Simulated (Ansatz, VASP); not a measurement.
One calculation of PtS2, two programs

The input POSCAR:

```
PtS2
1.0
    3.5526240966      0.0000000000      0.0000000000
   -1.7763120483      3.0766627178      0.0000000000
    0.0000000000      0.0000000000      5.1228306018
Pt S
1 2
Direct
    0.0000000000      0.0000000000      0.0000000000
    0.3333333333      0.6666666667      0.2392542178
    0.6666666667      0.3333333333      0.7607457822
```

The input INCAR.step1:

```
SYSTEM = PtS2
ALGO = Normal ; EDIFF = 1E-4
ENCUT = 520 ; GGA = PE
ISMEAR = 0 ; LASPH = .True.
LCHARG = .False. ; LREAL = .False.
LWAVE = .True. ; NBANDS = 18
NELM = 80 ; PREC = Accurate
SIGMA = 0.01
```

Contents of INCAR.step2:

```
SYSTEM = PtS2
ALGO = Normal ; EDIFF = 1E-6
ENCUT = 520 ; ISIF = 2
ISMEAR = 0 ; ISTART = 1
LASPH = .True. ; LCHARG = .False.
LMIXTAU = .True. ; LREAL = .False.
LWAVE = .False. ; METAGGA = R2SCAN
NBANDS = 18 ; NELM = 80
PREC = Accurate ; SIGMA = 0.01
```

KPOINTS

```
k-points
0
Gamma
  12 12 6
  0 0 0
```

Input for Ansatz:

```yaml
crystal:
  lattice:
    - [3.5526240966, 0.0, 0.0]
    - [-1.7763120483, 3.0766627178, 0.0]
    - [0.0, 0.0, 5.1228306018]
  atoms:
    - { symbol: Pt, position: [0.0, 0.0, 0.0] }
    - { symbol: S, position: [0.3333333333, 0.6666666667, 0.2392542178] }
    - { symbol: S, position: [0.6666666667, 0.3333333333, 0.7607457822] }
kpoints:
  mp_grid: { grid: [12, 12, 6] }
  band_path:
    path:
      - [0.0, 0.0, 0.0]
      - [0.5, 0.0, 0.0]
      - [0.3333333333, 0.3333333333, 0.0]
      - [0.0, 0.0, 0.5]
      - [0.5, 0.0, 0.5]
      - [0.3333333333, 0.3333333333, 0.5]
      - [0.0, 0.169271, 0.1875]
      - [0.0, 0.28125, 0.299479]
      - [0.0, 0.25, 0.3333333333]
    npoints: 1
hamiltonian:
  xc: r2scan
scf:
  occupations: { method: fixed }
  n_extra_bands: 4
output:
  forces: true
  stress: true
  eigenvalues: true
```

Alike in both runs: task single point; functional r2SCAN; k mesh 12 × 12 × 6; no spin polarisation.

```csv
,VASP,Ansatz
version,VASP 6.6.1,Ansatz 0.2.0
potentials or method,"VASP PAW PBE potentials, release 64 (Pt, S)","plane waves, PAW"
plane-wave cutoff (eV),520,500
occupations,"gaussian, width 0.01 eV",fixed
valence electrons in the cell,22,30
```

|  | VASP | Ansatz | Ansatz less VASP |
| --- | --- | --- | --- |
| gap on the k mesh at the Fermi level (eV) | 0.87 | 0.87 | +0.006 |
| pressure (GPa) | 1.2 | 1.3 | +0.08 |
| rms of the force components (eV/Å) | 0.023 | 0.021 | -0.0023 |

VASP's potentials were made for PBE, not for r2SCAN. Atom by atom the forces differ by 0.002 eV/Å (rms over components). VASP's potentials hold 22 valence electrons a cell and Ansatz's 30, so a difference there can come from the potentials and not from the codes.

Spin-orbit coupling is off throughout.
